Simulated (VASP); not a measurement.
# Hf3SnS8 (P-3m1) in VASP: single point with PBE

Aim: the single point of Hf3SnS8 with PBE.

All numbers are computed with VASP 6.6.1; they aren't measurements. Logs are shortened: lines on timing, memory, paths and dates and some standing lists are left out, and cuts for length are marked.

## Step 1: The cell of the first run

Symmetry: P-3m1, No. 164, trigonal system. Conventional cell: a = 7.349 Å, b = 7.349 Å, c = 6.895 Å, α = 90.00°, β = 90.00°, γ = 120.00°. Within 3.4 Å of Hf (site symmetry 2/m) lie 6 S at 2.56 to 2.57 Å. Within 3.4 Å of Sn (site symmetry -3m) lie 6 S at 2.60 Å. S (site symmetry m) has 2 Hf at 2.57 Å and 1 Sn at 2.60 Å within 3.4 Å. S (site symmetry 3m) has 3 Hf at 2.56 Å within 3.4 Å.

## Step 2: Single point, PBE

File INCAR:

```
PREC = Accurate
ENCUT = 520
EDIFF = 1E-6
ISMEAR = 0
SIGMA = 0.1
LREAL = F
LASPH = T
NELM = 100
ALGO = Normal
ISIF = 2
LWAVE = F
LCHARG = F
GGA = PE
NBANDS = 58
```

File KPOINTS:

```
regular mesh
0
Gamma
  6 6 6
```

File POSCAR:

```
Hf3SnS8
1.0
    7.3492668865      0.0000000000      0.0000000000
   -3.6746334432      6.3646518229      0.0000000000
    0.0000000000      0.0000000000      6.8952222728
Hf Sn S
3 1 8
Direct
    0.0000000000      0.5000000000      0.0000000000
    0.5000000000      0.0000000000      0.0000000000
    0.5000000000      0.5000000000      0.0000000000
    0.0000000000      0.0000000000      0.0000000000
    0.1686026711      0.3372053422      0.2120260641
    0.1686026711      0.8313973289      0.2120260641
    0.6666666667      0.3333333333      0.2081780661
    0.6627946578      0.8313973289      0.2120260641
    0.3372053422      0.1686026711      0.7879739359
    0.3333333333      0.6666666667      0.7918219339
    0.8313973289      0.1686026711      0.7879739359
    0.8313973289      0.6627946578      0.7879739359
```

Potentials or basis: VASP PAW PBE potentials, release 64 (Hf_pv, Sn_d, S).

Started as:

```bash
> cat potpaw_PBE.64/Hf_pv/POTCAR potpaw_PBE.64/Sn_d/POTCAR potpaw_PBE.64/S/POTCAR > POTCAR
> mpirun -np 1 vasp_std > vasp.out
```

OUTCAR:

```text
PREC = Accurate
   ENCUT = 520
   EDIFF = 1E-6
   ISMEAR = 0
   LREAL = F
   LASPH = T
   NELM = 100
   ISIF = 2
   GGA = PE

 ion  position               nearest neighbor table
   1  0.000  0.500  0.000-   7 2.56  10 2.56   5 2.57  12 2.57  11 2.57   6 2.57   4 3.67   4 3.67
                             3 3.67   3 3.67   2 3.67   2 3.67
   2  0.500  0.000  0.000-   7 2.56  10 2.56   9 2.57   8 2.57   6 2.57  11 2.57   3 3.67   3 3.67
                             4 3.67   4 3.67   1 3.67   1 3.67
   3  0.500  0.500  0.000-   7 2.56  10 2.56   9 2.57   8 2.57   5 2.57  12 2.57   2 3.67   2 3.67
                             1 3.67   1 3.67   4 3.67   4 3.67
   4  0.000  0.000  0.000-   6 2.60  11 2.60   5 2.60  12 2.60   8 2.60   9 2.60   1 3.67   1 3.67
                             2 3.67   2 3.67   3 3.67   3 3.67
   5  0.169  0.337  0.212-   1 2.57   3 2.57   4 2.60
   6  0.169  0.831  0.212-   1 2.57   2 2.57   4 2.60
   7  0.667  0.333  0.208-   2 2.56   1 2.56   3 2.56
   8  0.663  0.831  0.212-   2 2.57   3 2.57   4 2.60
   9  0.337  0.169  0.788-   2 2.57   3 2.57   4 2.60
  10  0.333  0.667  0.792-   2 2.56   1 2.56   3 2.56
  11  0.831  0.169  0.788-   1 2.57   2 2.57   4 2.60
  12  0.831  0.663  0.788-   1 2.57   3 2.57   4 2.60

  LATTYP: Found a hexagonal cell.
 ALAT       =     7.3492668865
 C/A-ratio  =     0.9382190604

  Lattice vectors:

 A1 = (   7.3492668865,   0.0000000000,   0.0000000000)
 A2 = (  -3.6746334432,   6.3646518229,   0.0000000000)
 A3 = (   0.0000000000,   0.0000000000,   6.8952222728)

Analysis of symmetry for initial positions (statically):
=====================================================================
 Subroutine PRICEL returns:
 Original cell was already a primitive cell.

 Routine SETGRP: Setting up the symmetry group for a
 hexagonal supercell.

 Subroutine GETGRP returns: Found 12 space group operations
 (whereof 12 operations were pure point group operations)
 out of a pool of 24 trial point group operations.

The static configuration has the point symmetry D_3d.

Analysis of symmetry for dynamics (positions and initial velocities):
=====================================================================
 Subroutine PRICEL returns:
 Original cell was already a primitive cell.

 Routine SETGRP: Setting up the symmetry group for a
 hexagonal supercell.

 Subroutine GETGRP returns: Found 12 space group operations
 (whereof 12 operations were pure point group operations)
 out of a pool of 24 trial point group operations.

The dynamic configuration has the point symmetry D_3d.

 Subroutine INISYM returns: Found 12 space group operations
 (whereof 12 operations are pure point group operations),
 and found     1 'primitive' translations

----------------------------------------------------------------------------------------

                                     Primitive cell

  volume of cell :     322.5276

  direct lattice vectors                    reciprocal lattice vectors
     7.349266886  0.000000000  0.000000000     0.136067994  0.078558893  0.000000000
    -3.674633443  6.364651823  0.000000000     0.000000000  0.157117786  0.000000000
     0.000000000  0.000000000  6.895222273     0.000000000  0.000000000  0.145027957

  length of vectors
     7.349266886  7.349266886  6.895222273     0.157117786  0.157117786  0.145027957

  position of ions in fractional coordinates (direct lattice)
     0.000000000  0.500000000  0.000000000
     0.500000000  0.000000000  0.000000000
     0.500000000  0.500000000  0.000000000
     0.000000000  0.000000000  0.000000000
     0.168602671  0.337205342  0.212026064
     0.168602671  0.831397329  0.212026064
     0.666666667  0.333333333  0.208178066
     0.662794658  0.831397329  0.212026064
     0.337205342  0.168602671  0.787973936
     0.333333333  0.666666667  0.791821934
     0.831397329  0.168602671  0.787973936
     0.831397329  0.662794658  0.787973936

  ion indices of the primitive-cell ions
   primitive index   ion index
                 1           1
                 2           2
                 3           3
                 4           4
                 5           5
                 6           6
                 7           7
                 8           8
                 9           9
                10          10
                11          11
                12          12

----------------------------------------------------------------------------------------

 KPOINTS: regular mesh

Automatic generation of k-mesh.
 Grid dimensions read from file:
 generate k-points for:    6    6    6

 Generating k-lattice:

  Cartesian coordinates                     Fractional coordinates (reciprocal lattice)
     0.022677999  0.013093149  0.000000000     0.166666667  0.000000000  0.000000000
     0.000000000  0.026186298  0.000000000     0.000000000  0.166666667  0.000000000
     0.000000000  0.000000000  0.024171326     0.000000000  0.000000000  0.166666667

  Length of vectors
     0.026186298  0.026186298  0.024171326

  Shift w.r.t. Gamma in fractional coordinates (k-lattice)
     0.000000000  0.000000000  0.000000000

 Subroutine IBZKPT returns following result:
 ===========================================

 Found     34 irreducible k-points:

 Following reciprocal coordinates:
            Coordinates               Weight
  0.000000  0.000000  0.000000      1.000000
  0.166667  0.000000  0.000000      6.000000
  0.333333  0.000000  0.000000      6.000000
  0.500000  0.000000  0.000000      3.000000
  0.166667  0.166667  0.000000      6.000000
  0.333333  0.166667  0.000000     12.000000
[... 16 lines left out ...]
  0.500000  0.000000  0.333333      6.000000
  0.166667  0.166667  0.333333     12.000000
 [... further k-points ...]
   k-points           NKPTS =     34   k-points in BZ     NKDIM =     34   number of bands    NBANDS=     58
   number of dos      NEDOS =    301   number of ions     NIONS =     12
   total plane-waves  NPLWV = 169344
   dimension x,y,z NGX =    56 NGY =   56 NGZ =   54
   dimension x,y,z NGXF=   112 NGYF=  112 NGZF=  108
   ions per type =               3   1   8
   NGX,Y,Z   is equivalent  to a cutoff of  12.67, 12.67, 13.02 a.u.
   NGXF,Y,Z  is equivalent  to a cutoff of  25.34, 25.34, 26.04 a.u.
 SYSTEM =  unknown system
   PREC   = accura    normal or accurate (medium, high low for compatibility)
   ISTART =      0    job   : 0-new  1-cont  2-samecut
   ICHARG =      2    charge: 1-file 2-atom 10-const
   ISPIN  =      1    spin polarized calculation?
   LNONCOLLINEAR =      F non collinear calculations
   LSORBIT =      F    spin-orbit coupling
   LASPH  =      T    aspherical Exc in radial PAW
   ENCUT  =  520.0 eV  38.22 Ry    6.18 a.u.  13.66 13.66 12.82*2*pi/ulx,y,z
   NELM   =    100;   NELMIN=  2; NELMDL= -5     # of ELM steps
   EDIFF  = 0.1E-05   stopping-criterion for ELM
   LREAL  =      F    real-space projection
   EDIFFG = 0.1E-04   stopping-criterion for IOM
   NSW    =      0    number of steps for IOM
   IBRION =     -1    ionic relax: 0-MD 1-quasi-New 2-CG
   NFREE  =      0    steps in history (QN), initial steepest desc. (CG)
   ISIF   =      2    stress and relaxation
   ISYM   =      2    0-nonsym 1-usesym 2-fastsym
   POTIM  = 0.5000    time-step for ionic-motion
   TEBEG  =    0.0;   TEEND  =   0.0 temperature during run
   PSTRESS=    0.0 pullay stress
   NELECT =      92.0000    total number of electrons
   NUPDOWN=      -1.0000    fix difference up-down
   EMIN   =  10.00;   EMAX   =-10.00  energy-range for DOS
   EFERMI =   0.00;   METHOD = LEGACY
   ISMEAR =     0;   SIGMA  =   0.10  broadening in eV -4-tet -1-fermi 0-gaus
   EFERMI_NEDOS =   21; number of points for ismear=-14 and -15
   IALGO  =     38    algorithm
   IMIX   =      4    mixing-type and parameters
     AMIX     =   0.40;   BMIX     =  1.00
     AMIX_MAG =   1.60;   BMIX_MAG =  1.00
  volume/ion in A,a.u.               =      26.88       181.38
  Fermi-wavevector in a.u.,A,eV,Ry     =   1.077660  2.036482 15.801143  1.161351
  Thomas-Fermi vector in A             =   2.213578
   LORBIT       =      0    0 simple, 1 ext, 2 COOP (PROOUT), +10 PAW based schemes
   GGA     = PE    functional components
   LHFCALC =     F    Hartree Fock is set to
   AEXX    =    0.0000 exact exchange contribution
   IVDW    =     0    specifies the selected vdW correction
   LEPSILON=     F    determine dielectric tensor
   LRPA    =     F    only Hartree local field effects (RPA)
 non-spin polarized calculation
 Gauss-broadening in eV      SIGMA  =   0.10
  energy-cutoff  :      520.00
  volume of cell :      322.53
 maximum number of plane-waves:      8720
 NGX is ok and might be reduce to    56
   NGX = 27   NGY = 27   NGZ = 25

 number of electron      92.0000004 magnetization

 Free energy of the ion-electron system (eV)
  ---------------------------------------------------
  ext. energy  EPLUGINS =         0.00000000
  ---------------------------------------------------
  free energy    TOTEN  =       -81.48002743 eV

  energy without entropy =      -81.47726766  energy(sigma->0) =      -81.47864754

 E-fermi :   1.9064     XC(G=0):  -8.5484

 val. band max:        1.8272008128   @ k =   0.0000   0.0000   0.0000
 cond. band min:       1.9137506370   @ k =   0.0000   0.0000   0.0000
 fundamental gap:      0.0865498242
 Fermi energy:         1.9064222807

 k-point     1 :       0.0000    0.0000    0.0000
  band No.  band energies     occupation
      1     -28.8410      2.00000
      2     -28.8100      2.00000
      3     -28.8100      2.00000
      4     -28.7709      2.00000
      5     -28.7468      2.00000
      6     -28.7468      2.00000
[... 1453 lines left out ...]
     57       6.8821      0.00000
     58       7.1249      0.00000

 [... further k-points ...]

------------------------ aborting loop because EDIFF is reached ----------------------------------------

  FORCE on cell =-STRESS in cart. coord.  units (eV):
  Direction    XX          YY          ZZ          XY          YZ          ZX
  --------------------------------------------------------------------------------------
  -------------------------------------------------------------------------------------
  Total       -0.8692552     -0.8692552     -0.6309831     -0.0000000      0.0000000     -0.0000000
  in kB       -4.3180823     -4.3180823     -3.1344501     -0.0000000      0.0000000     -0.0000000
  external PRESSURE =      -3.9235383 kB  Pullay stress =       0.0000000 kB

 VOLUME and BASIS-vectors are now :
 -----------------------------------------------------------------------------
  energy-cutoff  :      520.00
  volume of cell :      322.53
      direct lattice vectors                 reciprocal lattice vectors
     7.349266886  0.000000000  0.000000000     0.136067994  0.078558893  0.000000000
    -3.674633443  6.364651823  0.000000000     0.000000000  0.157117786  0.000000000
     0.000000000  0.000000000  6.895222273     0.000000000  0.000000000  0.145027957

 POSITION                                       TOTAL-FORCE (eV/Angst)
 -----------------------------------------------------------------------------------
     -1.83732      3.18233      0.00000         0.000000     -0.000000     -0.000000
      3.67463      0.00000      0.00000         0.000000     -0.000000     -0.000000
      1.83732      3.18233      0.00000         0.000000     -0.000000     -0.000000
      0.00000      0.00000      0.00000         0.000000     -0.000000     -0.000000
      0.00000      2.14619      1.46197         0.000000      0.026305     -0.043548
     -1.81597      5.29155      1.46197         0.022780     -0.013152     -0.043548
      3.67463      2.12155      1.43543         0.000000     -0.000000     -0.064729
      1.81597      5.29155      1.46197        -0.022780     -0.013152     -0.043548
      1.85866      1.07310      5.43326         0.022780      0.013152      0.043548
     -0.00000      4.24310      5.45979         0.000000     -0.000000      0.064729
      5.49061      1.07310      5.43326        -0.022780      0.013152      0.043548
      3.67463      4.21846      5.43326        -0.000000     -0.026305      0.043548
 -----------------------------------------------------------------------------------
    total drift:                               -0.000000      0.000000      0.000000

  FREE ENERGIE OF THE ION-ELECTRON SYSTEM (eV)
  ---------------------------------------------------
  free  energy   TOTEN  =       -81.4800274257 eV

  energy  without entropy=      -81.4772676572  energy(sigma->0) =      -81.47864754
```

It took 8.3 min on 1 thread of Intel Xeon Platinum 8488C (Sapphire Rapids), shared host; peak memory 0.74 GiB.

What came out:

```
Free energy            : -81.4800 eV
Pressure               : -0.4 GPa
Largest force          : 0.065 eV/Å
Band gap on the k mesh : 0.09 eV
```

Forces on the atoms (eV/Å):
```
Hf   0.000  0.000  0.000
Hf   0.000  0.000  0.000
Hf   0.000  0.000  0.000
Sn   0.000  0.000  0.000
S    0.000  0.026 -0.044
S    0.023 -0.013 -0.044
S    0.000  0.000 -0.065
S   -0.023 -0.013 -0.044
S    0.023  0.013  0.044
S    0.000  0.000  0.065
S   -0.023  0.013  0.044
S    0.000 -0.026  0.044
```

Stress tensor (GPa, compression positive):
```
-0.43  0.00  0.00
 0.00 -0.43  0.00
 0.00  0.00 -0.31
```

Levels at points of the mesh, in eV from the valence-band top:
```
           k point  band 44  band 45  band 46  band 47  band 48  band 49
(0.00, 0.00, 0.00)    -0.38     0.00     0.00     0.09     1.68     1.68
(0.50, 0.00, 0.00)    -0.45    -0.36    -0.26     1.58     1.86     2.63
(0.00, 0.00, 0.50)    -0.91    -0.01    -0.01     0.17     1.62     1.62
(0.50, 0.00, 0.50)    -0.63    -0.49    -0.35     1.57     1.81     2.66
```

Caveat: semilocal functionals underestimate gaps, and a narrow one can read as zero; spin-orbit coupling is left out, which moves the levels of the heavy elements; this functional lacks dispersion, which binds layers or chains, so the pressure and a relaxed spacing across them are unreliable. A k mesh can miss the band edges.
